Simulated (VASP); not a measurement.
# NaF (R3m) in VASP: further runs

NaF is run at these levels: PBE, r2SCAN; tasks: single point.

Everything below comes from runs of VASP 6.6.1. Logs are shortened: lines on timing, memory, paths and dates and some standing lists are left out, and cuts for length are marked.

### Step 1. The cell of the first run

It takes space group R3m (No. 160, trigonal). The conventional cell has a = 3.580 Å, b = 3.580 Å, c = 8.993 Å, α = 90.00°, β = 90.00°, γ = 120.00°. Na (site symmetry 3m) has 4 F at 2.21 Å within 2.9 Å. F (site symmetry 3m) has 4 Na at 2.21 Å within 2.9 Å.

### Step 2. Single point, PBE (strain along [111] +2.6%)

File INCAR:

```
SYSTEM = NaF
PREC = Accurate
ENCUT = 520
EDIFF = 1E-7
ISMEAR = -1
SIGMA = 0.02
LREAL = .False.
LASPH = .True.
NELM = 80
ALGO = Normal
ISIF = 2
LWAVE = .False.
LCHARG = .False.
GGA = PE
NBANDS = 14
```

File KPOINTS:

```
regular mesh
0
Gamma
  8 8 8
  0 0 0
```

File POSCAR:

```
NaF
1.0
    0.0432001940      2.5744615619      2.5744615619
    2.5744615619      0.0432001940      2.5744615619
    2.5744615619      2.5744615619      0.0432001940
Na F
1 1
Direct
    0.0018630582      0.0018630582      0.0018630582
    0.2481369418      0.2481369418      0.2481369418
```

Potentials or basis: VASP PAW PBE potentials, release 64 (Na_pv, F).

Started as:

```
$ cat potpaw_PBE.64/Na_pv/POTCAR potpaw_PBE.64/F/POTCAR > POTCAR
$ mpirun -np 1 vasp_std > vasp.out
```

OUTCAR:

```text
SYSTEM = NaF
   PREC = Accurate
   ENCUT = 520
   EDIFF = 1E-7
   ISMEAR = -1
   LREAL = .False.
   LASPH = .True.
   NELM = 80
   ISIF = 2
   GGA = PE

 ion  position               nearest neighbor table
   1  0.002  0.002  0.002-   2 2.21   2 2.21   2 2.21   2 2.21
   2  0.248  0.248  0.248-   1 2.21   1 2.21   1 2.21   1 2.21

  LATTYP: Found a trigonal (rhomboedric) cell.
 ALAT       =     3.6410947425
 COS(alpha) =     0.5167075365

  Lattice vectors:

 A1 = (   0.0432001940,   2.5744615619,   2.5744615619)
 A2 = (   2.5744615619,   0.0432001940,   2.5744615619)
 A3 = (   2.5744615619,   2.5744615619,   0.0432001940)

Analysis of symmetry for initial positions (statically):
=====================================================================
 Subroutine PRICEL returns:
 Original cell was already a primitive cell.

 Routine SETGRP: Setting up the symmetry group for a
 trigonal (rhombohedral) supercell.

 Subroutine GETGRP returns: Found  6 space group operations
 (whereof  6 operations were pure point group operations)
 out of a pool of 12 trial point group operations.

The static configuration has the point symmetry C_3v.

Analysis of symmetry for dynamics (positions and initial velocities):
=====================================================================
 Subroutine PRICEL returns:
 Original cell was already a primitive cell.

 Routine SETGRP: Setting up the symmetry group for a
 trigonal (rhombohedral) supercell.

 Subroutine GETGRP returns: Found  6 space group operations
 (whereof  6 operations were pure point group operations)
 out of a pool of 12 trial point group operations.

The dynamic configuration has the point symmetry C_3v.

 Subroutine INISYM returns: Found  6 space group operations
 (whereof  6 operations are pure point group operations),
 and found     1 'primitive' translations

----------------------------------------------------------------------------------------

                                     Primitive cell

  volume of cell :      33.2674

  direct lattice vectors                    reciprocal lattice vectors
     0.043200194  2.574461562  2.574461562    -0.199173492  0.195886462  0.195886462
     2.574461562  0.043200194  2.574461562     0.195886462 -0.199173492  0.195886462
     2.574461562  2.574461562  0.043200194     0.195886462  0.195886462 -0.199173492

  length of vectors
     3.641094743  3.641094743  3.641094743     0.341193628  0.341193628  0.341193628

  position of ions in fractional coordinates (direct lattice)
     0.001863058  0.001863058  0.001863058
     0.248136942  0.248136942  0.248136942

  ion indices of the primitive-cell ions
   primitive index   ion index
                 1           1
                 2           2

----------------------------------------------------------------------------------------

 KPOINTS: regular mesh

Automatic generation of k-mesh.
 Grid dimensions read from file:
 generate k-points for:    8    8    8

 Generating k-lattice:

  Cartesian coordinates                     Fractional coordinates (reciprocal lattice)
    -0.024896687  0.024485808  0.024485808     0.125000000  0.000000000  0.000000000
     0.024485808 -0.024896687  0.024485808     0.000000000  0.125000000  0.000000000
     0.024485808  0.024485808 -0.024896687     0.000000000  0.000000000  0.125000000

  Length of vectors
     0.042649204  0.042649204  0.042649204

  Shift w.r.t. Gamma in fractional coordinates (k-lattice)
     0.000000000  0.000000000  0.000000000

 Subroutine IBZKPT returns following result:
 ===========================================

 Found     65 irreducible k-points:

 Following reciprocal coordinates:
            Coordinates               Weight
  0.000000  0.000000  0.000000      1.000000
  0.125000  0.000000  0.000000      6.000000
  0.250000  0.000000  0.000000      6.000000
  0.375000  0.000000  0.000000      6.000000
  0.500000  0.000000  0.000000      3.000000
  0.125000  0.125000  0.000000      6.000000
[... 16 lines left out ...]
  0.250000  0.125000  0.125000      6.000000
  0.375000  0.125000  0.125000      6.000000
 [... further k-points ...]
   k-points           NKPTS =     65   k-points in BZ     NKDIM =     65   number of bands    NBANDS=     14
   number of dos      NEDOS =    301   number of ions     NIONS =      2
   total plane-waves  NPLWV =  21952
   dimension x,y,z NGX =    28 NGY =   28 NGZ =   28
   dimension x,y,z NGXF=    56 NGYF=   56 NGZF=   56
   ions per type =               1   1
   NGX,Y,Z   is equivalent  to a cutoff of  12.78, 12.78, 12.78 a.u.
   NGXF,Y,Z  is equivalent  to a cutoff of  25.57, 25.57, 25.57 a.u.
 SYSTEM =  NaF
   PREC   = accura    normal or accurate (medium, high low for compatibility)
   ISTART =      0    job   : 0-new  1-cont  2-samecut
   ICHARG =      2    charge: 1-file 2-atom 10-const
   ISPIN  =      1    spin polarized calculation?
   LNONCOLLINEAR =      F non collinear calculations
   LSORBIT =      F    spin-orbit coupling
   LASPH  =      T    aspherical Exc in radial PAW
   ENCUT  =  520.0 eV  38.22 Ry    6.18 a.u.   6.77  6.77  6.77*2*pi/ulx,y,z
   NELM   =     80;   NELMIN=  2; NELMDL= -5     # of ELM steps
   EDIFF  = 0.1E-06   stopping-criterion for ELM
   LREAL  =      F    real-space projection
   EDIFFG = 0.1E-05   stopping-criterion for IOM
   NSW    =      0    number of steps for IOM
   IBRION =     -1    ionic relax: 0-MD 1-quasi-New 2-CG
   NFREE  =      0    steps in history (QN), initial steepest desc. (CG)
   ISIF   =      2    stress and relaxation
   ISYM   =      2    0-nonsym 1-usesym 2-fastsym
   POTIM  = 0.5000    time-step for ionic-motion
   TEBEG  =    0.0;   TEEND  =   0.0 temperature during run
   PSTRESS=    0.0 pullay stress
   NELECT =      14.0000    total number of electrons
   NUPDOWN=      -1.0000    fix difference up-down
   EMIN   =  10.00;   EMAX   =-10.00  energy-range for DOS
   EFERMI =   0.00;   METHOD = LEGACY
   ISMEAR =    -1;   SIGMA  =   0.02  broadening in eV -4-tet -1-fermi 0-gaus
   EFERMI_NEDOS =   21; number of points for ismear=-14 and -15
   IALGO  =     38    algorithm
   IMIX   =      4    mixing-type and parameters
     AMIX     =   0.40;   BMIX     =  1.00
     AMIX_MAG =   1.60;   BMIX_MAG =  1.00
  volume/ion in A,a.u.               =      16.63       112.25
  Fermi-wavevector in a.u.,A,eV,Ry     =   1.226812  2.318338 20.477673  1.505067
  Thomas-Fermi vector in A             =   2.361798
   LORBIT       =      0    0 simple, 1 ext, 2 COOP (PROOUT), +10 PAW based schemes
   GGA     = PE    functional components
   LHFCALC =     F    Hartree Fock is set to
   AEXX    =    0.0000 exact exchange contribution
   IVDW    =     0    specifies the selected vdW correction
   LEPSILON=     F    determine dielectric tensor
   LRPA    =     F    only Hartree local field effects (RPA)
 non-spin polarized calculation
  energy-cutoff  :      520.00
  volume of cell :       33.27
 maximum number of plane-waves:       917
   NGX = 13   NGY = 13   NGZ = 13

 number of electron      13.9999990 magnetization

 Free energy of the ion-electron system (eV)
  ---------------------------------------------------
  ext. energy  EPLUGINS =         0.00000000
  ---------------------------------------------------
  free energy    TOTEN  =        -8.39104556 eV

  energy without entropy =       -8.39104556  energy(sigma->0) =       -8.39104556

 E-fermi :  -2.9583     XC(G=0):  -7.6315

 val. band max:       -3.4414125499   @ k =   0.0000   0.0000   0.0000
 cond. band min:       2.0668836426   @ k =   0.0000   0.0000   0.0000
 fundamental gap:      5.5082961924
 Fermi energy:        -2.9583010673

 k-point     1 :       0.0000    0.0000    0.0000
  band No.  band energies     occupation
      1     -22.4020      2.00000
      2     -22.4020      2.00000
      3     -22.3999      2.00000
      4     -22.1809      2.00000
      5      -3.4921      2.00000
      6      -3.4414      2.00000
      7      -3.4414      2.00000
      8       2.0669      0.00000
      9      15.2192      0.00000
     10      15.7793      0.00000
     11      15.7793      0.00000
     12      16.8924      0.00000
     13      17.2933      0.00000
     14      17.2933      0.00000

 k-point     2 :       0.1250    0.0000    0.0000
  band No.  band energies     occupation
      1     -22.5574      2.00000
      2     -22.4037      2.00000
      3     -22.3996      2.00000
      4     -22.0192      2.00000
      5      -3.6064      2.00000
      6      -3.4898      2.00000
      7      -3.4488      2.00000
      8       2.4860      0.00000
      9      13.8525      0.00000
     10      14.9326      0.00000
     11      15.3616      0.00000
     12      16.6501      0.00000
     13      16.9931      0.00000
     14      17.1497      0.00000

 k-point     3 :       0.2500    0.0000    0.0000
  band No.  band energies     occupation
      1     -22.7429      2.00000
      2     -22.4078      2.00000
      3     -22.4032      2.00000
      4     -21.8142      2.00000
      5      -3.9245      2.00000
      6      -3.5022      2.00000
      7      -3.4667      2.00000
      8       3.5658      0.00000
      9      11.2838      0.00000
     10      14.1331      0.00000
     11      14.4964      0.00000
     12      16.6513      0.00000
     13      17.0595      0.00000
     14      17.3150      0.00000
[... 324 lines left out ...]
 k-point    23 :       0.2500    0.1250    0.1250
  band No.  band energies     occupation
      1     -22.6845      2.00000
      2     -22.4095      2.00000
      3     -22.4046      2.00000
      4     -21.8735      2.00000
      5      -3.7925      2.00000
      6      -3.5155      2.00000
      7      -3.4449      2.00000
      8       3.0889      0.00000
      9      12.5702      0.00000
     10      13.3090      0.00000
     11      15.1656      0.00000
     12      16.4544      0.00000
     13      17.4713      0.00000
     14      18.5409      0.00000

 k-point    24 :       0.3750    0.1250    0.1250
  band No.  band energies     occupation
      1     -22.8203      2.00000
      2     -22.4170      2.00000
      3     -22.4087      2.00000
      4     -21.7148      2.00000
      5      -4.0156      2.00000
      6      -3.5861      2.00000
      7      -3.4629      2.00000
      8       4.2580      0.00000
      9      10.5741      0.00000
     10      12.3360      0.00000
     11      14.2783      0.00000
     12      17.1878      0.00000
     13      17.5706      0.00000
     14      18.2126      0.00000

 [... further k-points ...]
[... 5 lines left out ...]
  --------------------------------------------------------------------------------------
  -------------------------------------------------------------------------------------
  Total        0.1963769      0.1963769      0.1963769     -0.0517311     -0.0517311     -0.0517311
  in kB        9.4576229      9.4576229      9.4576229     -2.4914009     -2.4914009     -2.4914009
  external PRESSURE =       9.4576229 kB  Pullay stress =       0.0000000 kB

 VOLUME and BASIS-vectors are now :
 -----------------------------------------------------------------------------
  energy-cutoff  :      520.00
  volume of cell :       33.27
      direct lattice vectors                 reciprocal lattice vectors
     0.043200194  2.574461562  2.574461562    -0.199173492  0.195886462  0.195886462
     2.574461562  0.043200194  2.574461562     0.195886462 -0.199173492  0.195886462
     2.574461562  2.574461562  0.043200194     0.195886462  0.195886462 -0.199173492

 POSITION                                       TOTAL-FORCE (eV/Angst)
 -----------------------------------------------------------------------------------
      0.00967      0.00967      0.00967        -0.000616     -0.000616     -0.000616
      1.28836      1.28836      1.28836         0.000616      0.000616      0.000616
 -----------------------------------------------------------------------------------
    total drift:                               -0.000347     -0.000347     -0.000347

  FREE ENERGIE OF THE ION-ELECTRON SYSTEM (eV)
  ---------------------------------------------------
  free  energy   TOTEN  =        -8.3910455555 eV

  energy  without entropy=       -8.3910455555  energy(sigma->0) =       -8.39104556
```

It took 22 s on 1 thread of AMD EPYC 7R13 (Zen 3), shared host; peak memory 0.13 GiB.

Results:

```
Free energy            : -8.3910 eV
Pressure               : 0.9 GPa
Band gap on the k mesh : 5.51 eV, direct
```

Stress tensor (GPa, compression positive):
```
 0.95 -0.25 -0.25
-0.25  0.95 -0.25
-0.25 -0.25  0.95
```

Levels at points of the mesh, in eV from the valence-band top:
| k point | band 3 | band 4 | band 5 | band 6 | band 7 | band 8 | band 9 | band 10 | band 11 | band 12 |
| --- | --- | --- | --- | --- | --- | --- | --- | --- | --- | --- |
| (0.00, 0.00, 0.00) | -18.96 | -18.74 | -0.05 | 0.00 | 0.00 | 5.51 | 18.66 | 19.22 | 19.22 | 20.33 |
| (0.50, 0.00, 0.00) | -18.97 | -18.18 | -0.84 | -0.08 | -0.05 | 9.85 | 10.74 | 16.73 | 17.09 | 20.09 |
| (0.50, 0.50, 0.00) | -18.99 | -18.06 | -0.77 | -0.20 | -0.15 | 9.84 | 11.84 | 15.94 | 16.65 | 16.98 |
| (0.50, 0.50, 0.50) | -18.97 | -18.16 | -0.86 | -0.03 | -0.03 | 9.70 | 10.60 | 17.17 | 17.17 | 20.27 |

Caveat: the cell differs from its parent crystal (strain along [111] +2.6%).

### Step 3. Single point, r2SCAN (strain along [111] +2.6%)

POSCAR is that of step 2.

File INCAR.step1:

```
SYSTEM = NaF
PREC = Accurate ; ENCUT = 520
ISMEAR = 0 ; SIGMA = 0.01
LREAL = .False. ; LASPH = .True.
NELM = 60 ; NBANDS = 14
GGA = PE ; ALGO = Normal
EDIFF = 1E-4 ; LWAVE = .True.
LCHARG = .False.
```

File INCAR.step2:

```
SYSTEM = NaF
PREC = Accurate ; ENCUT = 520
EDIFF = 1E-7 ; ISMEAR = 0
SIGMA = 0.01 ; LREAL = .False.
LASPH = .True. ; NELM = 60
ALGO = Normal ; ISIF = 2
LWAVE = .False. ; LCHARG = .False.
METAGGA = R2SCAN ; LMIXTAU = .True.
NBANDS = 14 ; ISTART = 1
```

File KPOINTS:

```
Automatic mesh
0
Gamma
  8 8 8
  0 0 0
```

Potentials or basis: VASP PAW PBE potentials, release 64 (Na_pv, F).

Started as:

```
$ cat potpaw_PBE.64/Na_pv/POTCAR potpaw_PBE.64/F/POTCAR > POTCAR
$ cp INCAR.step1 INCAR
$ mpirun -np 1 vasp_std > vasp.out
$ cp INCAR.step2 INCAR
$ mpirun -np 1 vasp_std > vasp.out
```

It took 2 min on 1 thread of AMD EPYC 7R13 (Zen 3), shared host; peak memory 0.14 GiB.

The run converged. Its results:

```yaml
Free_energy: -12.3166 eV
Pressure: -1.3 GPa
Largest_force: 0.011 eV/Å
Band_gap_on_the_k_mesh: 6.17 eV, direct
```

Forces on the atoms (eV/Å):
```
Na  -0.006 -0.006 -0.006
F    0.006  0.006  0.006
```

Stress tensor (GPa, compression positive):
```
-1.29 -0.24 -0.24
-0.24 -1.29 -0.24
-0.24 -0.24 -1.29
```

Levels at points of the mesh, in eV from the valence-band top:
| k point | band 3 | band 4 | band 5 | band 6 | band 7 | band 8 | band 9 | band 10 | band 11 | band 12 |
| --- | --- | --- | --- | --- | --- | --- | --- | --- | --- | --- |
| (0.00, 0.00, 0.00) | -19.53 | -19.52 | -0.05 | 0.00 | 0.00 | 6.17 | 19.85 | 20.40 | 20.40 | 21.14 |
| (0.50, 0.00, 0.00) | -19.53 | -19.04 | -0.79 | -0.07 | -0.05 | 10.43 | 11.61 | 17.58 | 17.97 | 20.89 |
| (0.50, 0.50, 0.00) | -19.55 | -18.92 | -0.73 | -0.19 | -0.14 | 10.36 | 12.56 | 17.27 | 17.68 | 18.02 |
| (0.50, 0.50, 0.50) | -19.54 | -19.01 | -0.81 | -0.02 | -0.02 | 10.27 | 11.49 | 18.04 | 18.04 | 21.01 |

Caveat: the cell differs from its parent crystal (strain along [111] +2.6%); the PAW data sets were made with another functional, which shifts forces and pressure a little. A k mesh can miss the band edges.
